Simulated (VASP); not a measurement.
A run of VASP 6.6.1 is set up as follows.

Contents of INCAR:

```
SYSTEM = Ba
ALGO     = Normal         ! electronic algorithm
EDIFF    = 1E-6           ! SCF threshold, eV
ENCUT    = 520            ! plane-wave cutoff, eV
GGA      = PS             ! functional
ISIF     = 2              ! what is computed and relaxed
ISMEAR   = 0              ! smearing method
LASPH    = .True.         ! aspherical terms in the spheres
LCHARG   = .True.         ! write CHGCAR
LELF     = .True.         ! ELF
LREAL    = .False.        ! projectors in reciprocal space
LVHAR    = .True.       
LWAVE    = .False.        ! write WAVECAR
NBANDS   = 11             ! bands
NELM     = 100            ! most SCF steps
PREC     = Accurate       ! precision mode
SIGMA    = 0.15           ! smearing width, eV
```

The input KPOINTS:

```
k-points
0
Gamma
  14 14 14
  0 0 0
```

The input POSCAR:

```
Ba
1.0
    4.1459926301      1.0364981575      1.0364981575
    1.0364981575      4.1459926301      1.0364981575
    1.0364981575      1.0364981575      4.1459926301
Ba
1
Direct
    0.0000000000      0.0000000000      0.0000000000
```

Potentials or basis: VASP PAW PBE potentials, release 64 (Ba_sv).

Command:

```bash
$ cat potpaw_PBE.64/Ba_sv/POTCAR > POTCAR
$ mpirun -np 1 vasp_std > vasp.out
```

Question: Predict the band gap on the k mesh.

Answer: Zero (band 5 reaches 1.86 eV, above the bottom of band 6 at 1.50 eV).

Question: What does it give for the pressure?

Answer: -0.2 GPa.

Caveat: the PAW data sets were made with another functional, which shifts forces and pressure a little; spin-orbit coupling is left out, which moves the levels of the heavy elements.
